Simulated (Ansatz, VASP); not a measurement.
Li3B4: VASP beside Ansatz

INCAR

```
SYSTEM = Li3B4
PREC     = Accurate       ! precision mode
ENCUT    = 600            ! plane-wave cutoff, eV
EDIFF    = 1E-6           ! SCF threshold, eV
ISMEAR   = 0              ! smearing method
SIGMA    = 0.1            ! smearing width, eV
LREAL    = .FALSE.        ! projectors in reciprocal space
LASPH    = .TRUE.         ! aspherical terms in the spheres
NELM     = 100            ! most SCF steps
ALGO     = Normal         ! electronic algorithm
ISIF     = 3              ! what is computed and relaxed
LWAVE    = .FALSE.        ! write WAVECAR
LCHARG   = .FALSE.        ! write CHGCAR
GGA      = PE             ! functional
IBRION   = 2              ! ionic algorithm
NSW      = 100            ! ionic steps
EDIFFG   = -0.01          ! ionic threshold
```

File KPOINTS:

```
regular mesh
0
G
  12 12 12
  0 0 0
```

Contents of POSCAR:

```
Li3B4
1.0
   -2.3714014567      2.3714014567      3.1782275266
    2.3714014567     -2.3714014567      3.1782275266
    2.3714014567      2.3714014567     -3.1782275266
Li B
3 4
Direct
    0.6658281465      0.6658281465      0.0000000000
    0.3341718535      0.3341718535      0.0000000000
    0.0000000000      0.0000000000      0.0000000000
    0.7500000000      0.2500000000      0.5000000000
    0.2500000000      0.7500000000      0.5000000000
    0.5000000000      0.0000000000      0.5000000000
    0.0000000000      0.5000000000      0.5000000000
```

Input for Ansatz:

```yaml
crystal:
  lattice:
    - [-2.3714014567, 2.3714014567, 3.1782275266]
    - [2.3714014567, -2.3714014567, 3.1782275266]
    - [2.3714014567, 2.3714014567, -3.1782275266]
  atoms:
    - { symbol: Li, position: [0.6658281465, 0.6658281465, 0.0] }
    - { symbol: Li, position: [0.3341718535, 0.3341718535, 0.0] }
    - { symbol: Li, position: [0.0, 0.0, 0.0] }
    - { symbol: B, position: [0.75, 0.25, 0.5] }
    - { symbol: B, position: [0.25, 0.75, 0.5] }
    - { symbol: B, position: [0.5, 0.0, 0.5] }
    - { symbol: B, position: [0.0, 0.5, 0.5] }
basis:
  ecutwfc: 420
kpoints:
  mp_grid: { grid: [12, 12, 12] }
hamiltonian:
  xc: pbe
scf:
  occupations: { method: gaussian, width: 0.1 }
output:
  forces: true
  stress: true
  eigenvalues: true
relax:
  adjacent_minimum: "off"
  f_tol: 0.01
  max_steps: 80
  cell: { stress_tol: 0.05 }
```

Alike in both runs: task relaxation of cell and atoms; functional PBE; k mesh 12 × 12 × 12; occupations gaussian, width 0.1 eV; no spin polarisation.

|  | VASP | Ansatz |
| --- | --- | --- |
| version | VASP 6.6.1 | Ansatz 0.2.0 |
| potentials or method | VASP PAW PBE potentials, release 64 (Li_sv, B), cutoff 600 eV | scalar-relativistic, plane waves, PAW |
| valence electrons in the cell | 21 | 21 |

VASP gave:

* gap on the k mesh at the Fermi level, each at its own relaxed structure (eV): none
* relaxed volume (Å³/atom): 10.22
* relaxed cell length with the largest relative difference (Å): 4.619

Task: What did Ansatz give for the same quantities?

Result: gap on the k mesh at the Fermi level, each at its own relaxed structure (eV): none; relaxed volume (Å³/atom): 10.26; relaxed cell length with the largest relative difference (Å): 4.625.

A gap of «none» marks a metal or a gap that the smearing closes.

Noted on VASP's run: the cutoff is short for stress, so the pressure is rough.
